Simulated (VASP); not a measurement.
# AlN (ref): single point with r2SCAN

The system is AlN (ref).

```
CELL_PARAMETERS angstrom
3.10649 0.00000 0.00000
-1.55325 2.69030 0.00000
0.00000 0.00000 4.97802
ATOMIC_POSITIONS crystal
Al 0.33333 0.66667 0.95579
Al 0.66667 0.33333 0.45579
N 0.33333 0.66667 0.42621
N 0.66667 0.33333 0.92621
```

```yaml
Program: VASP 6.6.1
Task: single point
Functional: r2SCAN
Potentials_or_basis: VASP PAW PBE potentials, release 64 (Al, N)
Cutoff: 520 eV
k_mesh: 12 × 12 × 6
Occupations: gaussian, width 0.01 eV
Spin: no spin polarisation
```

```json
{
 "Pressure": "7.4 GPa",
 "Largest force": "0.895 eV/Å",
 "Band gap on the k mesh": "3.50 eV, direct"
}
```

Forces on the atoms (eV/Å):
```
Al   0.000  0.000  0.895
Al   0.000  0.000  0.895
N    0.000  0.000 -0.895
N    0.000  0.000 -0.895
```

Stress tensor (GPa, compression positive):
```
 17.13   0.00   0.00
  0.00  17.13   0.00
  0.00   0.00 -11.95
```

Levels at points of the mesh, in eV from the valence-band top:
```
           k point  band 4  band 5  band 6  band 7  band 8  band 9  band 10  band 11  band 12  band 13
(0.00, 0.00, 0.00)   -2.59   -2.59   -1.93   -1.93    0.00    3.50     6.60    10.80    10.80    10.95
(0.50, 0.00, 0.00)   -5.67   -4.10   -3.67   -2.29   -2.26    5.71     6.16     6.97     9.91    10.78
(0.00, 0.00, 0.50)   -4.04   -2.27   -2.27   -2.27   -2.27    6.44     6.44    10.10    10.10    11.12
(0.50, 0.00, 0.50)   -6.95   -3.05   -3.05   -2.05   -2.05    5.11     5.11     8.23     8.23    11.38
```

Wall time 2.7 min on 1 thread of AMD EPYC 7R43 64-Core Processor (Zen 3), with other jobs on the host, peak memory 0.15 GiB.

Caveat: the PAW data sets were made with another functional, which shifts forces and pressure a little. A k mesh can miss the band edges.
